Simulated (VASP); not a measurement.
# ScF3 (R-3m) in VASP: notebook, part 2 of 2

VASP 6.6.1.

## Step 3: Single point, LDA

This run uses another cell than the first one, of the same volume but with other edges.

The input, INCAR:

```
SYSTEM = ScF3
PREC     = Accurate       ! precision mode
ENCUT    = 520            ! plane-wave cutoff, eV
EDIFF    = 1E-7           ! SCF threshold, eV
ISMEAR   = 0              ! smearing method
SIGMA    = 0.05           ! smearing width, eV
LREAL    = .False.        ! projectors in reciprocal space
LASPH    = .True.         ! aspherical terms in the spheres
NELM     = 60             ! most SCF steps
ALGO     = Normal         ! electronic algorithm
ISIF     = 2              ! what is computed and relaxed
LWAVE    = .False.        ! write WAVECAR
LCHARG   = .False.        ! write CHGCAR
NBANDS   = 24             ! bands
```

The input, KPOINTS:

```
Automatic mesh
0
Gamma
  6 6 6
  0 0 0
```

The input, POSCAR:

```
ScF3
1.0
    4.2462449006      1.0615612252      1.0615612252
    1.0615612252      4.2462449006      1.0615612252
    1.0615612252      1.0615612252      4.2462449006
Sc F
1 3
Direct
    0.0000000000      0.0000000000      0.0000000000
    0.5000000000      0.0000000000      0.0000000000
    0.0000000000      0.5000000000      0.0000000000
    0.0000000000      0.0000000000      0.5000000000
```

Potentials or basis: VASP PAW LDA potentials, release 64 (Sc_sv, F).

On the command line:

```sh
$ cat potpaw_LDA.64/Sc_sv/POTCAR potpaw_LDA.64/F/POTCAR > POTCAR
$ mpirun -np 1 vasp_std > vasp.out
```

OUTCAR:

```text
SYSTEM = ScF3
   PREC = Accurate
   ENCUT = 520
   EDIFF = 1E-7
   ISMEAR = 0
   LREAL = .False.
   LASPH = .True.
   NELM = 60
   ISIF = 2

 ion  position               nearest neighbor table
   1  0.000  0.000  0.000-   2 2.25   3 2.25   4 2.25   4 2.25   3 2.25   2 2.25
   2  0.500  0.000  0.000-   1 2.25   1 2.25
   3  0.000  0.500  0.000-   1 2.25   1 2.25
   4  0.000  0.000  0.500-   1 2.25   1 2.25

  LATTYP: Found a face centered cubic cell.
 ALAT       =     6.3693673509

  Lattice vectors:

 A1 = (   4.2462449006,   1.0615612252,   1.0615612252)
 A2 = (   1.0615612252,   4.2462449006,   1.0615612252)
 A3 = (   1.0615612252,   1.0615612252,   4.2462449006)

Analysis of symmetry for initial positions (statically):
=====================================================================
 Subroutine PRICEL returns:
 Original cell was already a primitive cell.

 Routine SETGRP: Setting up the symmetry group for a
 face centered cubic supercell.

 Subroutine GETGRP returns: Found 12 space group operations
 (whereof 12 operations were pure point group operations)
 out of a pool of 48 trial point group operations.

The static configuration has the point symmetry D_3d.

Analysis of symmetry for dynamics (positions and initial velocities):
=====================================================================
 Subroutine PRICEL returns:
 Original cell was already a primitive cell.

 Routine SETGRP: Setting up the symmetry group for a
 face centered cubic supercell.

 Subroutine GETGRP returns: Found 12 space group operations
 (whereof 12 operations were pure point group operations)
 out of a pool of 48 trial point group operations.

The dynamic configuration has the point symmetry D_3d.

 Subroutine INISYM returns: Found 12 space group operations
 (whereof 12 operations are pure point group operations),
 and found     1 'primitive' translations

----------------------------------------------------------------------------------------

                                     Primitive cell

  volume of cell :      64.5995

  direct lattice vectors                    reciprocal lattice vectors
     4.246244901  1.061561225  1.061561225     0.261669107 -0.052333821 -0.052333821
     1.061561225  4.246244901  1.061561225    -0.052333821  0.261669107 -0.052333821
     1.061561225  1.061561225  4.246244901    -0.052333821 -0.052333821  0.261669107

  length of vectors
     4.503822846  4.503822846  4.503822846     0.271934513  0.271934513  0.271934513

  position of ions in fractional coordinates (direct lattice)
     0.000000000  0.000000000  0.000000000
     0.500000000  0.000000000  0.000000000
     0.000000000  0.500000000  0.000000000
     0.000000000  0.000000000  0.500000000

  ion indices of the primitive-cell ions
   primitive index   ion index
                 1           1
                 2           2
                 3           3
                 4           4

----------------------------------------------------------------------------------------

 KPOINTS: Automatic mesh

Automatic generation of k-mesh.
 Grid dimensions read from file:
 generate k-points for:    6    6    6

 Generating k-lattice:

  Cartesian coordinates                     Fractional coordinates (reciprocal lattice)
     0.043611518 -0.008722304 -0.008722304     0.166666667  0.000000000  0.000000000
    -0.008722304  0.043611518 -0.008722304     0.000000000  0.166666667  0.000000000
    -0.008722304 -0.008722304  0.043611518     0.000000000  0.000000000  0.166666667

  Length of vectors
     0.045322419  0.045322419  0.045322419

  Shift w.r.t. Gamma in fractional coordinates (k-lattice)
     0.000000000  0.000000000  0.000000000

 Subroutine IBZKPT returns following result:
 ===========================================

 Found     32 irreducible k-points:

 Following reciprocal coordinates:
            Coordinates               Weight
  0.000000  0.000000  0.000000      1.000000
  0.166667  0.000000  0.000000      6.000000
  0.166667  0.166667  0.166667      2.000000
  0.333333  0.000000  0.000000      6.000000
  0.333333  0.333333  0.333333      2.000000
  0.500000  0.000000  0.000000      3.000000
[... 16 lines left out ...]
  0.500000  0.166667  0.500000      6.000000
 -0.333333  0.333333  0.000000      6.000000
 [... further k-points ...]
   k-points           NKPTS =     32   k-points in BZ     NKDIM =     32   number of bands    NBANDS=     24
   number of dos      NEDOS =    301   number of ions     NIONS =      4
   total plane-waves  NPLWV =  46656
   dimension x,y,z NGX =    36 NGY =   36 NGZ =   36
   dimension x,y,z NGXF=    72 NGYF=   72 NGZF=   72
   ions per type =               1   3
   NGX,Y,Z   is equivalent  to a cutoff of  13.29, 13.29, 13.29 a.u.
   NGXF,Y,Z  is equivalent  to a cutoff of  26.58, 26.58, 26.58 a.u.
 SYSTEM =  ScF3
   PREC   = accura    normal or accurate (medium, high low for compatibility)
   ISTART =      0    job   : 0-new  1-cont  2-samecut
   ICHARG =      2    charge: 1-file 2-atom 10-const
   ISPIN  =      1    spin polarized calculation?
   LNONCOLLINEAR =      F non collinear calculations
   LSORBIT =      F    spin-orbit coupling
   LASPH  =      T    aspherical Exc in radial PAW
   ENCUT  =  520.0 eV  38.22 Ry    6.18 a.u.   8.37  8.37  8.37*2*pi/ulx,y,z
   NELM   =     60;   NELMIN=  2; NELMDL= -5     # of ELM steps
   EDIFF  = 0.1E-06   stopping-criterion for ELM
   LREAL  =      F    real-space projection
   EDIFFG = 0.1E-05   stopping-criterion for IOM
   NSW    =      0    number of steps for IOM
   IBRION =     -1    ionic relax: 0-MD 1-quasi-New 2-CG
   NFREE  =      0    steps in history (QN), initial steepest desc. (CG)
   ISIF   =      2    stress and relaxation
   ISYM   =      2    0-nonsym 1-usesym 2-fastsym
   POTIM  = 0.5000    time-step for ionic-motion
   TEBEG  =    0.0;   TEEND  =   0.0 temperature during run
   PSTRESS=    0.0 pullay stress
   NELECT =      32.0000    total number of electrons
   NUPDOWN=      -1.0000    fix difference up-down
   EMIN   =  10.00;   EMAX   =-10.00  energy-range for DOS
   EFERMI =   0.00;   METHOD = LEGACY
   ISMEAR =     0;   SIGMA  =   0.05  broadening in eV -4-tet -1-fermi 0-gaus
   EFERMI_NEDOS =   21; number of points for ismear=-14 and -15
   IALGO  =     38    algorithm
   IMIX   =      4    mixing-type and parameters
     AMIX     =   0.40;   BMIX     =  1.00
     AMIX_MAG =   1.60;   BMIX_MAG =  1.00
  volume/ion in A,a.u.               =      16.15       108.98
  Fermi-wavevector in a.u.,A,eV,Ry     =   1.295334  2.447827 22.829091  1.677891
  Thomas-Fermi vector in A             =   2.426861
   LORBIT       =      0    0 simple, 1 ext, 2 COOP (PROOUT), +10 PAW based schemes
   GGA     = CA    functional components
   LHFCALC =     F    Hartree Fock is set to
   AEXX    =    0.0000 exact exchange contribution
   IVDW    =     0    specifies the selected vdW correction
   LEPSILON=     F    determine dielectric tensor
   LRPA    =     F    only Hartree local field effects (RPA)
 non-spin polarized calculation
 Gauss-broadening in eV      SIGMA  =   0.05
  energy-cutoff  :      520.00
  volume of cell :       64.60
 maximum number of plane-waves:      1807
 NGX is ok and might be reduce to    36

 number of electron      32.0000012 magnetization

 Free energy of the ion-electron system (eV)
  ---------------------------------------------------
  ext. energy  EPLUGINS =         0.00000000
  ---------------------------------------------------
  free energy    TOTEN  =       -24.33399387 eV

  energy without entropy =      -24.33399387  energy(sigma->0) =      -24.33399387

 E-fermi :   0.1489     XC(G=0):  -9.0614

 val. band max:       -0.2444083381   @ k =   0.0000   0.0000   0.0000
 cond. band min:       0.4851651080   @ k =   0.0000   0.0000   0.0000
 fundamental gap:      0.7295734462
 Fermi energy:         0.1488692947

 k-point     1 :       0.0000    0.0000    0.0000
  band No.  band energies     occupation
      1     -50.4896      2.00000
      2     -29.4512      2.00000
      3     -29.4512      2.00000
      4     -29.0851      2.00000
      5     -22.1434      2.00000
      6     -20.5402      2.00000
[... 16 lines left out ...]
     23      11.9165      0.00000
     24      12.0432      0.00000
[... 598 lines left out ...]
      2     -29.4730      2.00000
      3     -29.4620      2.00000
      4     -29.1386      2.00000
      5     -21.3767      2.00000
      6     -21.1959      2.00000
[... 16 lines left out ...]
     23       6.5097      0.00000
     24       8.1411      0.00000

 [... further k-points ...]
[... 5 lines left out ...]
  --------------------------------------------------------------------------------------
  -------------------------------------------------------------------------------------
  Total       -4.2667745     -4.2667745     -4.2667745    -10.3426383    -10.3426383    -10.3426383
  in kB     -105.8233187   -105.8233187   -105.8233187   -256.5151500   -256.5151500   -256.5151500
  external PRESSURE =    -105.8233187 kB  Pullay stress =       0.0000000 kB

 VOLUME and BASIS-vectors are now :
 -----------------------------------------------------------------------------
  energy-cutoff  :      520.00
  volume of cell :       64.60
      direct lattice vectors                 reciprocal lattice vectors
     4.246244901  1.061561225  1.061561225     0.261669107 -0.052333821 -0.052333821
     1.061561225  4.246244901  1.061561225    -0.052333821  0.261669107 -0.052333821
     1.061561225  1.061561225  4.246244901    -0.052333821 -0.052333821  0.261669107

 POSITION                                       TOTAL-FORCE (eV/Angst)
 -----------------------------------------------------------------------------------
      0.00000      0.00000      0.00000        -0.000000     -0.000000     -0.000000
      2.12312      0.53078      0.53078         0.000000      0.000000      0.000000
      0.53078      2.12312      0.53078        -0.000000      0.000000     -0.000000
      0.53078      0.53078      2.12312         0.000000     -0.000000      0.000000
 -----------------------------------------------------------------------------------
    total drift:                               -0.000000     -0.000000     -0.000000

  FREE ENERGIE OF THE ION-ELECTRON SYSTEM (eV)
  ---------------------------------------------------
  free  energy   TOTEN  =       -24.3339938673 eV

  energy  without entropy=      -24.3339938673  energy(sigma->0) =      -24.33399387
```

It took 28 s on 1 thread of Intel Xeon 6975P-C (Granite Rapids), shared host; peak memory 0.19 GiB.

Results:

* Free energy: -24.3340 eV
* Pressure: -10.6 GPa
* Band gap on the k mesh: 0.73 eV, direct

Stress tensor (GPa, compression positive):
```
-10.58 -25.65 -25.65
-25.65 -10.58 -25.65
-25.65 -25.65 -10.58
```

 A k mesh can miss the band edges.

## Step 4: Single point, LDA

This run uses another cell than the first one, of the same volume but with other edges.

The input, INCAR:

```
SYSTEM = ScF3
  ALGO = Normal
  EDIFF = 1E-7
  ENCUT = 520
  GGA = CA
  ISIF = 2
  ISMEAR = 0
  LASPH = .TRUE.
  LCHARG = .FALSE.
  LREAL = .FALSE.
  LWAVE = .FALSE.
  NBANDS = 24
  NELM = 80
  PREC = Accurate
  SIGMA = 0.05
```

The input, KPOINTS:

```
k-points
0
G
  6 6 6
  0 0 0
```

The input, POSCAR:

```
ScF3
1.0
    4.0629195244     -0.4347773661     -0.4347773661
   -0.4347773661      4.0629195244     -0.4347773661
   -0.4347773661     -0.4347773661      4.0629195244
Sc F
1 3
Direct
    0.0000000000      0.0000000000      0.0000000000
    0.5000000000      0.0000000000      0.0000000000
    0.0000000000      0.5000000000      0.0000000000
    0.0000000000      0.0000000000      0.5000000000
```

Potentials or basis: VASP PAW LDA potentials, release 64 (Sc_sv, F).

On the command line:

```sh
$ cat potpaw_LDA.64/Sc_sv/POTCAR potpaw_LDA.64/F/POTCAR > POTCAR
$ mpirun -np 1 vasp_std > vasp.out
```

OUTCAR:

```text
SYSTEM = ScF3
   EDIFF = 1E-7
   ENCUT = 520
   GGA = CA
   ISIF = 2
   ISMEAR = 0
   LASPH = .TRUE.
   LREAL = .FALSE.
   NELM = 80
   PREC = Accurate

 ion  position               nearest neighbor table
   1  0.000  0.000  0.000-   2 2.05   3 2.05   4 2.05   4 2.05   3 2.05   2 2.05
   2  0.500  0.000  0.000-   1 2.05   1 2.05
   3  0.000  0.500  0.000-   1 2.05   1 2.05
   4  0.000  0.000  0.500-   1 2.05   1 2.05

  LATTYP: Found a trigonal (rhomboedric) cell.
 ALAT       =     4.1091821300
[... 839 lines left out ...]
     23       8.5751      0.00000
     24       9.9442      0.00000

 [... further k-points ...]
[... 5 lines left out ...]
  --------------------------------------------------------------------------------------
  -------------------------------------------------------------------------------------
  Total       -2.8296990     -2.8296990     -2.8296990      1.6624553      1.6624553      1.6624553
  in kB      -70.1813835    -70.1813835    -70.1813835     41.2317401     41.2317401     41.2317401
  external PRESSURE =     -70.1813835 kB  Pullay stress =       0.0000000 kB

 VOLUME and BASIS-vectors are now :
 -----------------------------------------------------------------------------
  energy-cutoff  :      520.00
  volume of cell :       64.60
      direct lattice vectors                 reciprocal lattice vectors
     4.062919524 -0.434777366 -0.434777366     0.252607115  0.030271101  0.030271101
    -0.434777366  4.062919524 -0.434777366     0.030271101  0.252607115  0.030271101
    -0.434777366 -0.434777366  4.062919524     0.030271101  0.030271101  0.252607115

 POSITION                                       TOTAL-FORCE (eV/Angst)
 -----------------------------------------------------------------------------------
      0.00000      0.00000      0.00000        -0.000000      0.000000      0.000000
      2.03146     -0.21739     -0.21739         0.000000     -0.000000     -0.000000
     -0.21739      2.03146     -0.21739         0.000000      0.000000      0.000000
     -0.21739     -0.21739      2.03146        -0.000000      0.000000     -0.000000
 -----------------------------------------------------------------------------------
    total drift:                                0.000000      0.000000     -0.000000

  FREE ENERGIE OF THE ION-ELECTRON SYSTEM (eV)
  ---------------------------------------------------
  free  energy   TOTEN  =       -29.0219121161 eV

  energy  without entropy=      -29.0219121161  energy(sigma->0) =      -29.02191212
```

Wall time 16 s (1 thread of Intel Xeon 6975P-C (Granite Rapids), shared host); peak memory 0.17 GiB.

Results:

- Free energy: -29.0219 eV
- Pressure: -7.0 GPa
- Band gap on the k mesh: 4.95 eV, indirect (least direct gap 5.07 eV)

 A k mesh can miss the band edges.

## Step 5: Single point, LDA

This run uses another cell than the first one, of the same volume but with other edges.

The input, INCAR:

```
SYSTEM = ScF3
PREC = Accurate
ENCUT = 520
EDIFF = 1E-6
ISMEAR = 0
SIGMA = 0.05
LREAL = .FALSE.
LASPH = .TRUE.
NELM = 60
ALGO = Normal
ISIF = 2
LWAVE = .FALSE.
LCHARG = .TRUE.
GGA = CA
LELF = .TRUE.
LVHAR = .TRUE.
NBANDS = 24
```

The input, KPOINTS:

```
Automatic mesh
0
G
  6 6 6
  0 0 0
```

The input, POSCAR:

```
ScF3
1.0
    4.0672704708      0.4890266549      0.4890266549
    0.4890266549      4.0672704708      0.4890266549
    0.4890266549      0.4890266549      4.0672704708
Sc F
1 3
Direct
    0.0000000000      0.0000000000      0.0000000000
    0.5000000000      0.0000000000      0.0000000000
    0.0000000000      0.5000000000      0.0000000000
    0.0000000000      0.0000000000      0.5000000000
```

On the command line:

```sh
$ cat potpaw_LDA.64/Sc_sv/POTCAR potpaw_LDA.64/F/POTCAR > POTCAR
$ mpirun -np 1 vasp_std > vasp.out
```

Run time: 18 s. Hardware: 1 thread of Intel Xeon 6975P-C (Granite Rapids), shared host; peak memory 0.18 GiB.

The run converged. Its results:

| Property | Result |
| --- | --- |
| Free energy | -28.7456 eV |
| Pressure | -6.9 GPa |
| Band gap on the k mesh | 4.65 eV, indirect (least direct gap 4.75 eV) |

Stress tensor (GPa, compression positive):
```
-6.91 -7.37 -7.37
-7.37 -6.91 -7.37
-7.37 -7.37 -6.91
```

Levels at points of the mesh, in eV from the valence-band top:
```csv
k point,band 12,band 13,band 14,band 15,band 16,band 17,band 18,band 19,band 20,band 21
"(0.00, 0.00, 0.00)",-1.48,-1.48,-0.26,-0.10,-0.10,4.65,4.97,4.97,6.48,6.48
"(0.50, 0.00, 0.00)",-1.54,-1.53,-1.44,-1.00,-0.13,4.93,5.72,5.86,6.59,7.65
"(0.50, 0.50, 0.00)",-1.72,-1.32,-1.29,-1.23,-0.03,5.69,5.91,6.33,7.15,9.01
"(0.50, 0.50, 0.50)",-2.48,-2.48,-0.13,0.00,0.00,6.22,6.22,6.58,9.03,9.03
```

 A k mesh can miss the band edges.

## Step 6: Single point, LDA

This run uses another cell than the first one, of the same volume but with other edges.

The input, INCAR:

```
SYSTEM = ScF3
  ALGO = Normal
  EDIFF = 1E-7
  ENCUT = 520
  GGA = CA
  ISIF = 2
  ISMEAR = 0
  LASPH = .TRUE.
  LCHARG = .TRUE.
  LELF = .TRUE.
  LREAL = .FALSE.
  LVHAR = .TRUE.
  LWAVE = .FALSE.
  NBANDS = 24
  NELM = 80
  PREC = Accurate
  SIGMA = 0.05
```

The input, KPOINTS:

```
k-points
0
G
  6 6 6
  0 0 0
```

The input, POSCAR:

```
ScF3
1.0
    4.1229807781     -0.6343047351     -0.6343047351
   -0.6343047351      4.1229807781     -0.6343047351
   -0.6343047351     -0.6343047351      4.1229807781
Sc F
1 3
Direct
    0.0000000000      0.0000000000      0.0000000000
    0.5000000000      0.0000000000      0.0000000000
    0.0000000000      0.5000000000      0.0000000000
    0.0000000000      0.0000000000      0.5000000000
```

Potentials or basis: VASP PAW LDA potentials, release 64 (Sc_sv, F).

On the command line:

```sh
$ cat potpaw_LDA.64/Sc_sv/POTCAR potpaw_LDA.64/F/POTCAR > POTCAR
$ mpirun -np 1 vasp_std > vasp.out
```

It took 17 s on 1 thread of Intel Xeon 6975P-C (Granite Rapids), shared host; peak memory 0.17 GiB.

Results (log left out):

```
Free energy            : -28.3051 eV
Pressure               : -11.5 GPa
Band gap on the k mesh : 3.90 eV, indirect (least direct gap 3.97 eV)
```

Stress tensor (GPa, compression positive):
```
-11.51   6.47   6.47
  6.47 -11.51   6.47
  6.47   6.47 -11.51
```

Levels at points of the mesh, in eV from the valence-band top:
| k point | band 12 | band 13 | band 14 | band 15 | band 16 | band 17 | band 18 | band 19 | band 20 | band 21 |
| --- | --- | --- | --- | --- | --- | --- | --- | --- | --- | --- |
| (0.00, 0.00, 0.00) | -1.59 | -1.59 | -0.52 | -0.06 | -0.06 | 3.90 | 4.42 | 4.42 | 5.72 | 5.72 |
| (0.50, 0.00, 0.00) | -1.67 | -1.63 | -1.44 | -0.99 | -0.21 | 4.47 | 5.00 | 5.20 | 5.89 | 6.83 |
| (0.50, 0.50, 0.00) | -1.76 | -1.39 | -1.35 | -1.32 | -0.13 | 4.73 | 5.39 | 5.45 | 6.37 | 8.04 |
| (0.50, 0.50, 0.50) | -2.91 | -1.75 | -0.23 | -0.23 | 0.00 | 5.32 | 5.72 | 5.72 | 8.07 | 8.07 |

 A k mesh can miss the band edges.

## Step 7: The runs side by side

| cell | gap on the mesh (eV) | pressure (GPa) |
| --- | --- | --- |
| a = 4.378 Å, angles 109.5°, 4 atoms | 2.62 | -16.6 |
| a = 4.504 Å, angles 60.0°, 4 atoms | 0.73 | -10.6 |
| a = 4.109 Å, angles 101.4°, 4 atoms | 4.95 | -7.0 |
| a = 4.126 Å, angles 75.7°, 4 atoms | 4.65 | -6.9 |
| a = 4.219 Å, angles 105.7°, 4 atoms | 3.90 | -11.5 |

Alike in all rows: task single point; level LDA; potentials or basis VASP PAW LDA potentials, release 64 (Sc_sv, F); no spin polarisation; k mesh 6 × 6 × 6; cutoff (eV) 520; smearing gaussian 0.05 eV.

Absolute energies hang on the potentials; compare differences alone.
